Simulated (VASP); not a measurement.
# BaZrO3 (Pm-3m) in VASP: further runs

The runs below take BaZrO3 through single point, with r2SCAN.

Program: VASP 6.6.1. These are calculated values, not measurements. Logs are shortened: lines on timing, memory, paths and dates and some standing lists are left out, and cuts for length are marked.

### 1 The cell of the first run

It takes space group Pm-3m (No. 221, cubic). The conventional cell has a = 4.233 Å, b = 4.233 Å, c = 4.233 Å, α = 90.00°, β = 90.00°, γ = 90.00°. Within 3.9 Å of Ba (site symmetry m-3m) lie 12 O at 2.99 Å and 8 Zr at 3.67 Å. Zr (site symmetry m-3m) has 6 O at 2.12 Å within 2.8 Å. Within 2.8 Å of O (site symmetry 4/mmm) lie 2 Zr at 2.12 Å.

### 2 Single point, r2SCAN (15.17 Å³/atom)

POSCAR reads:

```
BaZrO3
1.0
    4.2328952642      0.0000000000      0.0000000000
    0.0000000000      4.2328952642      0.0000000000
    0.0000000000      0.0000000000      4.2328952642
Ba Zr O
1 1 3
Direct
    0.0000000000      0.0000000000      0.0000000000
    0.5000000000      0.5000000000      0.5000000000
    0.0000000000      0.5000000000      0.5000000000
    0.5000000000      0.5000000000      0.0000000000
    0.5000000000      0.0000000000      0.5000000000
```

INCAR.step1 reads:

```
SYSTEM = BaZrO3
PREC = Accurate
ENCUT = 520
ISMEAR = 0
SIGMA = 0.05
LREAL = .FALSE.
LASPH = .TRUE.
NELM = 80
NBANDS = 28
GGA = PE
ALGO = Normal
EDIFF = 1E-4
LWAVE = .TRUE.
LCHARG = .FALSE.
```

INCAR.step2 reads:

```
SYSTEM = BaZrO3
PREC = Accurate
ENCUT = 520
EDIFF = 1E-6
ISMEAR = 0
SIGMA = 0.05
LREAL = .FALSE.
LASPH = .TRUE.
NELM = 80
ALGO = Normal
ISIF = 2
LWAVE = .FALSE.
LCHARG = .FALSE.
METAGGA = R2SCAN
LMIXTAU = .TRUE.
NBANDS = 28
ISTART = 1
```

KPOINTS reads:

```
regular mesh
0
G
  6 6 6
  0 0 0
```

Potentials or basis: VASP PAW PBE potentials, release 64 (Ba_sv, Zr_sv, O).

The run is started by

```bash
$ cat potpaw_PBE.64/Ba_sv/POTCAR potpaw_PBE.64/Zr_sv/POTCAR potpaw_PBE.64/O/POTCAR > POTCAR
$ cp INCAR.step1 INCAR
$ mpirun -np 1 vasp_std > vasp.out
$ cp INCAR.step2 INCAR
$ mpirun -np 1 vasp_std > vasp.out
```

OUTCAR:

```text
SYSTEM = BaZrO3
   PREC = Accurate
   ENCUT = 520
   EDIFF = 1E-6
   ISMEAR = 0
   LREAL = .FALSE.
   LASPH = .TRUE.
   NELM = 80
   ISIF = 2
   METAGGA = R2SCAN
   ISTART = 1

 ion  position               nearest neighbor table
   1  0.000  0.000  0.000-   3 2.99   4 2.99   5 2.99   3 2.99   5 2.99   3 2.99   4 2.99   3 2.99
                             4 2.99   5 2.99   5 2.99   4 2.99   2 3.67   2 3.67   2 3.67   2 3.67
   2  0.500  0.500  0.500-   3 2.12   4 2.12   5 2.12   4 2.12   5 2.12   3 2.12   1 3.67   1 3.67
                             1 3.67   1 3.67   1 3.67   1 3.67   1 3.67   1 3.67
   3  0.000  0.500  0.500-   2 2.12   2 2.12   1 2.99   1 2.99   1 2.99   1 2.99
   4  0.500  0.500  0.000-   2 2.12   2 2.12   1 2.99   1 2.99   1 2.99   1 2.99
   5  0.500  0.000  0.500-   2 2.12   2 2.12   1 2.99   1 2.99   1 2.99   1 2.99

  LATTYP: Found a simple cubic cell.
 ALAT       =     4.2328952642

  Lattice vectors:

 A1 = (   4.2328952642,   0.0000000000,   0.0000000000)
 A2 = (   0.0000000000,   4.2328952642,   0.0000000000)
 A3 = (   0.0000000000,   0.0000000000,   4.2328952642)

Analysis of symmetry for initial positions (statically):
=====================================================================
 Subroutine PRICEL returns:
 Original cell was already a primitive cell.

 Routine SETGRP: Setting up the symmetry group for a
 simple cubic supercell.

 Subroutine GETGRP returns: Found 48 space group operations
 (whereof 48 operations were pure point group operations)
 out of a pool of 48 trial point group operations.

The static configuration has the point symmetry O_h .

Analysis of symmetry for dynamics (positions and initial velocities):
=====================================================================
 Subroutine PRICEL returns:
 Original cell was already a primitive cell.

 Routine SETGRP: Setting up the symmetry group for a
 simple cubic supercell.

 Subroutine GETGRP returns: Found 48 space group operations
 (whereof 48 operations were pure point group operations)
 out of a pool of 48 trial point group operations.

The dynamic configuration has the point symmetry O_h .

 Subroutine INISYM returns: Found 48 space group operations
 (whereof 48 operations are pure point group operations),
 and found     1 'primitive' translations

----------------------------------------------------------------------------------------

[... 94 lines left out ...]
   LREAL  =      F    real-space projection
   EDIFFG = 0.1E-04   stopping-criterion for IOM
   NSW    =      0    number of steps for IOM
   IBRION =     -1    ionic relax: 0-MD 1-quasi-New 2-CG
   NFREE  =      0    steps in history (QN), initial steepest desc. (CG)
   ISIF   =      2    stress and relaxation
   ISYM   =      2    0-nonsym 1-usesym 2-fastsym
   POTIM  = 0.5000    time-step for ionic-motion
   TEBEG  =    0.0;   TEEND  =   0.0 temperature during run
   PSTRESS=    0.0 pullay stress
   NELECT =      40.0000    total number of electrons
   NUPDOWN=      -1.0000    fix difference up-down
   EMIN   =  10.00;   EMAX   =-10.00  energy-range for DOS
   EFERMI =   0.00;   METHOD = LEGACY
   ISMEAR =     0;   SIGMA  =   0.05  broadening in eV -4-tet -1-fermi 0-gaus
   EFERMI_NEDOS =   21; number of points for ismear=-14 and -15
   IALGO  =     38    algorithm
   IMIX   =      4    mixing-type and parameters
     AMIX     =   0.40;   BMIX     =  1.00
     AMIX_MAG =   1.60;   BMIX_MAG =  1.00
  volume/ion in A,a.u.               =      15.17       102.36
  Fermi-wavevector in a.u.,A,eV,Ry     =   1.322688  2.499517 23.803429  1.749503
  Thomas-Fermi vector in A             =   2.452351
   LORBIT       =      0    0 simple, 1 ext, 2 COOP (PROOUT), +10 PAW based schemes
   METAGGA = R2SCAN    functional components
   LHFCALC =     F    Hartree Fock is set to
   AEXX    =    0.0000 exact exchange contribution
   IVDW    =     0    specifies the selected vdW correction
   LEPSILON=     F    determine dielectric tensor
   LRPA    =     F    only Hartree local field effects (RPA)
 non-spin polarized calculation
 Gauss-broadening in eV      SIGMA  =   0.05
  energy-cutoff  :      520.00
  volume of cell :       75.84
 maximum number of plane-waves:      2054
 NGX is ok and might be reduce to    32
   NGX = 15   NGY = 15   NGZ = 15

 number of electron      39.9999985 magnetization

 Free energy of the ion-electron system (eV)
  ---------------------------------------------------
  ext. energy  EPLUGINS =         0.00000000
  ---------------------------------------------------
  free energy    TOTEN  =       -85.10167164 eV

  energy without entropy =      -85.10167164  energy(sigma->0) =      -85.10167164

 E-fermi :   3.6612     XC(G=0): -11.2303

 val. band max:        3.2774342214   @ k =   0.5000   0.5000   0.5000
 cond. band min:       6.9061417645   @ k =   0.0000   0.0000   0.0000
 fundamental gap:      3.6287075431
 Fermi energy:         3.6611740397

 k-point     1 :       0.0000    0.0000    0.0000
  band No.  band energies     occupation
      1     -45.4279      2.00000
      2     -22.8311      2.00000
      3     -22.8311      2.00000
      4     -22.8311      2.00000
      5     -22.8141      2.00000
      6     -14.0143      2.00000
[... 609 lines left out ...]
     27      12.8249      0.00000
     28      12.8249      0.00000

------------------------ aborting loop because EDIFF is reached ----------------------------------------

  FORCE on cell =-STRESS in cart. coord.  units (eV):
  Direction    XX          YY          ZZ          XY          YZ          ZX
  --------------------------------------------------------------------------------------
  -------------------------------------------------------------------------------------
  Total       -1.0195703     -1.0195703     -1.0195703      0.0000000     -0.0000000      0.0000000
  in kB      -21.5384871    -21.5384871    -21.5384871      0.0000000     -0.0000000      0.0000000
  external PRESSURE =     -21.5384871 kB  Pullay stress =       0.0000000 kB

 VOLUME and BASIS-vectors are now :
 -----------------------------------------------------------------------------
  energy-cutoff  :      520.00
  volume of cell :       75.84
      direct lattice vectors                 reciprocal lattice vectors
     4.232895264  0.000000000  0.000000000     0.236244919  0.000000000  0.000000000
     0.000000000  4.232895264  0.000000000     0.000000000  0.236244919  0.000000000
     0.000000000  0.000000000  4.232895264     0.000000000  0.000000000  0.236244919

 POSITION                                       TOTAL-FORCE (eV/Angst)
 -----------------------------------------------------------------------------------
      0.00000      0.00000      0.00000         0.000000      0.000000      0.000000
      2.11645      2.11645      2.11645         0.000000      0.000000      0.000000
      0.00000      2.11645      2.11645         0.000000      0.000000      0.000000
      2.11645      2.11645      0.00000         0.000000      0.000000      0.000000
      2.11645      0.00000      2.11645         0.000000      0.000000      0.000000
 -----------------------------------------------------------------------------------
    total drift:                                0.000000     -0.000000     -0.000000

  FREE ENERGIE OF THE ION-ELECTRON SYSTEM (eV)
  ---------------------------------------------------
  free  energy   TOTEN  =       -85.1016716423 eV

  energy  without entropy=      -85.1016716423  energy(sigma->0) =      -85.10167164
```

OUTCAR.step1:

```text
SYSTEM = BaZrO3
   PREC = Accurate
   ENCUT = 520
   ISMEAR = 0
   LREAL = .FALSE.
   LASPH = .TRUE.
[... 848 lines left out ...]
      0.00000      2.11645      2.11645         0.000000      0.000000      0.000000
      2.11645      2.11645      0.00000         0.000000      0.000000      0.000000
      2.11645      0.00000      2.11645         0.000000      0.000000      0.000000
 -----------------------------------------------------------------------------------
    total drift:                                0.000000     -0.000000     -0.000000

  FREE ENERGIE OF THE ION-ELECTRON SYSTEM (eV)
  ---------------------------------------------------
  free  energy   TOTEN  =       -41.7250619414 eV

  energy  without entropy=      -41.7250619414  energy(sigma->0) =      -41.72506194
```

It took 2.9 min on 1 thread of Intel Xeon 8259CL, shared host; peak memory 0.21 GiB.

What came out:

- Free energy: -85.1017 eV
- Pressure: -2.2 GPa
- Band gap on the k mesh: 3.63 eV (least direct gap 3.90 eV)

Levels at points of the mesh, in eV from the valence-band top:
```tsv
k point	band 18	band 19	band 20	band 21	band 22	band 23
(0.00, 0.00, 0.00)	-0.27	-0.27	-0.27	3.63	3.63	3.63
(0.50, 0.00, 0.00)	-1.61	-0.52	-0.52	4.04	6.02	6.02
(0.50, 0.50, 0.00)	-0.95	-0.89	-0.07	6.00	6.00	6.81
(0.50, 0.50, 0.50)	0.00	0.00	0.00	6.50	6.50	6.50
```

Caveat: the PAW data sets were made with another functional, which shifts forces and pressure a little; spin-orbit coupling is left out, which moves the levels of the heavy elements.

### 3 Single point, r2SCAN (15.47 Å³/atom)

This run uses another cell than the first one, of 15.47 Å³/atom.

Changes to POSCAR since step 2:

```diff
@@ -2,5 +2,5 @@
 1.0
-    4.2328952642      0.0000000000      0.0000000000
-    0.0000000000      4.2328952642      0.0000000000
-    0.0000000000      0.0000000000      4.2328952642
+    4.2603823673      0.0000000000      0.0000000000
+    0.0000000000      4.2603823673      0.0000000000
+    0.0000000000      0.0000000000      4.2603823673
 Ba Zr O
```

INCAR.step1 reads:

```
PREC = Accurate ; ENCUT = 520
ISMEAR = 0 ; SIGMA = 0.05
LREAL = F ; LASPH = T
NELM = 100 ; NBANDS = 28
GGA = PE ; ALGO = Normal
EDIFF = 1E-4 ; LWAVE = T
LCHARG = F
```

INCAR.step2 reads:

```
PREC = Accurate ; ENCUT = 520
EDIFF = 1E-6 ; ISMEAR = 0
SIGMA = 0.05 ; LREAL = F
LASPH = T ; NELM = 100
ALGO = Normal ; ISIF = 2
LWAVE = F ; LCHARG = F
METAGGA = R2SCAN ; LMIXTAU = T
NBANDS = 28 ; ISTART = 1
```

KPOINTS reads:

```
Automatic mesh
0
Gamma
  6 6 6
```

Potentials or basis: VASP PAW PBE potentials, release 64 (Ba_sv, Zr_sv, O).

The run is started by

```bash
$ cat potpaw_PBE.64/Ba_sv/POTCAR potpaw_PBE.64/Zr_sv/POTCAR potpaw_PBE.64/O/POTCAR > POTCAR
$ cp INCAR.step1 INCAR
$ mpirun -np 1 vasp_std > vasp.out
$ cp INCAR.step2 INCAR
$ mpirun -np 1 vasp_std > vasp.out
```

OUTCAR:

```text
PREC = Accurate
   ENCUT = 520
   EDIFF = 1E-6
   ISMEAR = 0
   LREAL = F
   LASPH = T
   NELM = 100
   ISIF = 2
   METAGGA = R2SCAN
   ISTART = 1

 ion  position               nearest neighbor table
   1  0.000  0.000  0.000-   3 3.01   4 3.01   5 3.01   3 3.01   5 3.01   3 3.01   4 3.01   3 3.01
                             4 3.01   5 3.01   5 3.01   4 3.01   2 3.69   2 3.69   2 3.69   2 3.69
   2  0.500  0.500  0.500-   3 2.13   4 2.13   5 2.13   4 2.13   5 2.13   3 2.13   1 3.69   1 3.69
                             1 3.69   1 3.69   1 3.69   1 3.69   1 3.69   1 3.69
[... 821 lines left out ...]
  -------------------------------------------------------------------------------------
  Total       -2.4180399     -2.4180399     -2.4180399      0.0000000      0.0000000     -0.0000000
  in kB      -50.0989141    -50.0989141    -50.0989141      0.0000000      0.0000000     -0.0000000
  external PRESSURE =     -50.0989141 kB  Pullay stress =       0.0000000 kB

 VOLUME and BASIS-vectors are now :
 -----------------------------------------------------------------------------
  energy-cutoff  :      520.00
  volume of cell :       77.33
      direct lattice vectors                 reciprocal lattice vectors
     4.260382367  0.000000000  0.000000000     0.234720716  0.000000000  0.000000000
     0.000000000  4.260382367  0.000000000     0.000000000  0.234720716  0.000000000
     0.000000000  0.000000000  4.260382367     0.000000000  0.000000000  0.234720716

 POSITION                                       TOTAL-FORCE (eV/Angst)
 -----------------------------------------------------------------------------------
      0.00000      0.00000      0.00000         0.000000      0.000000      0.000000
      2.13019      2.13019      2.13019         0.000000      0.000000      0.000000
      0.00000      2.13019      2.13019         0.000000      0.000000      0.000000
      2.13019      2.13019      0.00000         0.000000      0.000000      0.000000
      2.13019      0.00000      2.13019         0.000000      0.000000      0.000000
 -----------------------------------------------------------------------------------
    total drift:                                0.000000     -0.000000     -0.000000

  FREE ENERGIE OF THE ION-ELECTRON SYSTEM (eV)
  ---------------------------------------------------
  free  energy   TOTEN  =       -85.0696202013 eV

  energy  without entropy=      -85.0696202013  energy(sigma->0) =      -85.06962020
```

It took 3.3 min on 1 thread of Intel Xeon 8259CL, shared host; peak memory 0.21 GiB.

What came out:

* Free energy: -85.0696 eV
* Pressure: -5.0 GPa
* Band gap on the k mesh: 3.58 eV (least direct gap 3.87 eV)

Levels at points of the mesh, in eV from the valence-band top:
```tsv
k point	band 16	band 17	band 18	band 19	band 20	band 21	band 22	band 23	band 24	band 25
(0.00, 0.00, 0.00)	-0.94	-0.94	-0.29	-0.29	-0.29	3.58	3.58	3.58	5.09	5.09
(0.50, 0.00, 0.00)	-1.66	-1.66	-1.56	-0.54	-0.54	3.97	5.89	5.89	6.78	7.05
(0.50, 0.50, 0.00)	-2.24	-0.94	-0.94	-0.94	-0.07	5.87	5.87	6.68	6.83	7.94
(0.50, 0.50, 0.50)	-2.52	-2.52	0.00	0.00	0.00	6.42	6.42	6.42	7.11	7.11
```

Caveat: the cell stands under tension; the PAW data sets were made with another functional, which shifts forces and pressure a little; spin-orbit coupling is left out, which moves the levels of the heavy elements. A k mesh can miss the band edges.

### 4 Single point, r2SCAN (15.91 Å³/atom)

This run uses another cell than the first one, of 15.91 Å³/atom.

Changes to POSCAR since step 3:

```diff
@@ -2,5 +2,5 @@
 1.0
-    4.2603823673      0.0000000000      0.0000000000
-    0.0000000000      4.2603823673      0.0000000000
-    0.0000000000      0.0000000000      4.2603823673
+    4.3009598796      0.0000000000      0.0000000000
+    0.0000000000      4.3009598796      0.0000000000
+    0.0000000000      0.0000000000      4.3009598796
 Ba Zr O
```

INCAR.step1 reads:

```
SYSTEM = BaZrO3
  PREC = Accurate
  ENCUT = 520
  ISMEAR = 0
  SIGMA = 0.05
  LREAL = .FALSE.
  LASPH = .TRUE.
  NELM = 80
  NBANDS = 28
  GGA = PE
  ALGO = Normal
  EDIFF = 1E-4
  LWAVE = .TRUE.
  LCHARG = .FALSE.
```

INCAR.step2 reads:

```
SYSTEM = BaZrO3
  PREC = Accurate
  ENCUT = 520
  EDIFF = 1E-6
  ISMEAR = 0
  SIGMA = 0.05
  LREAL = .FALSE.
  LASPH = .TRUE.
  NELM = 80
  ALGO = Normal
  ISIF = 2
  LWAVE = .FALSE.
  LCHARG = .FALSE.
  METAGGA = R2SCAN
  LMIXTAU = .TRUE.
  NBANDS = 28
  ISTART = 1
```

KPOINTS reads:

```
Automatic mesh
0
G
  6 6 6
  0 0 0
```

The run is started by

```bash
$ cat potpaw_PBE.64/Ba_sv/POTCAR potpaw_PBE.64/Zr_sv/POTCAR potpaw_PBE.64/O/POTCAR > POTCAR
$ cp INCAR.step1 INCAR
$ mpirun -np 1 vasp_std > vasp.out
$ cp INCAR.step2 INCAR
$ mpirun -np 1 vasp_std > vasp.out
```

Run time: 3.2 min. Hardware: 1 thread of Intel Xeon 8259CL, shared host; peak memory 0.21 GiB.

The run converged. Its results:

```
Free energy            : -84.9753 eV
Pressure               : -8.8 GPa
Band gap on the k mesh : 3.50 eV (least direct gap 3.82 eV)
```

Levels at points of the mesh, in eV from the valence-band top:
```
           k point  band 17  band 18  band 19  band 20  band 21  band 22  band 23  band 24
(0.00, 0.00, 0.00)    -0.91    -0.31    -0.31    -0.31     3.50     3.50     3.50     5.05
(0.50, 0.00, 0.00)    -1.62    -1.49    -0.57    -0.57     3.87     5.70     5.70     6.67
(0.50, 0.50, 0.00)    -0.99    -0.94    -0.94    -0.07     5.68     5.68     6.49     6.64
(0.50, 0.50, 0.50)    -2.49     0.00     0.00     0.00     6.31     6.31     6.31     6.86
```

Caveat: the cell stands under tension; the PAW data sets were made with another functional, which shifts forces and pressure a little; spin-orbit coupling is left out, which moves the levels of the heavy elements. A k mesh can miss the band edges.

### 5 Overview

```csv
cell,gap on the mesh (eV),pressure (GPa)
"a = 4.233 Å, 5 atoms",3.63,-2.2
"a = 4.260 Å, 5 atoms",3.58,-5.0
"a = 4.301 Å, 5 atoms",3.50,-8.8
```

Alike in all rows: task single point; level r2SCAN; potentials or basis VASP PAW PBE potentials, release 64 (Ba_sv, Zr_sv, O); no spin polarisation; k mesh 6 × 6 × 6; cutoff (eV) 520; smearing gaussian 0.05 eV.

Caveats: the PAW data sets were made with another functional, which shifts forces and pressure a little; spin-orbit coupling is left out, which moves the levels of the heavy elements; the cell stands under tension (at least some runs).

Total energies depend on the potentials used, so only differences within one code and one set of settings carry meaning.
